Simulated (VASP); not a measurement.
Write the native input for VASP 6.6.1 that does the following.

```yaml
Task: single point
Functional: PBE
Dispersion: D3(BJ)
Potentials_or_basis: VASP PAW PBE potentials, release 64 (C)
Cutoff: 520 eV
k_mesh: 15 × 15 × 1
Occupations: gaussian, width 0.1 eV
Spin: no spin polarisation
Dipole_correction: yes
Further_INCAR_settings: ALGO = Normal; EDIFF = 1e-06; NBANDS = 16
```

The structure of C lies in POSCAR:

```
C
1.0
    2.4656524409      0.0000000000      0.0000000000
   -1.2328262205      2.1353176508      0.0000000000
    0.0000000000      0.0000000000     17.5000663883
C
4
Direct
    0.6666666667      0.3333333333      0.2571437784
    0.3333333333      0.6666666667      0.2571418816
    0.6666666667      0.5000000000      0.4548592109
    1.0000000000      0.1666666667      0.4548573141
```

This cell differs from its parent crystal: layers slid over each other.

These files were run (other wordings do the same):

INCAR

```
SYSTEM = C
PREC = Accurate ; ENCUT = 520
EDIFF = 1E-6 ; ISMEAR = 0
SIGMA = 0.1 ; LREAL = .False.
LASPH = .True. ; NELM = 100
ALGO = Normal ; ISIF = 2
LWAVE = .False. ; LCHARG = .False.
LDIPOL = .True. ; IDIPOL = 3
DIPOL = 0.5 0.5 0.356 ; GGA = PE
IVDW = 12 ; NBANDS = 16
```

KPOINTS

```
regular mesh
0
Gamma
  15 15 1
  0 0 0
```

Potentials or basis: VASP PAW PBE potentials, release 64 (C).

Command:

```sh
$ cat potpaw_PBE.64/C/POTCAR > POTCAR
$ mpirun -np 1 vasp_std > vasp.out
```

Results of the run:

```yaml
Largest_force: 0.012 eV/Å
Dispersion_energy_per_atom: -0.117 eV
```

Caveat: the cell differs from its parent crystal (layers slid over each other).

Run time: 4.2 min on 1 thread of Intel Xeon 8259CL, with other jobs on the host, peak memory 0.28 GiB.
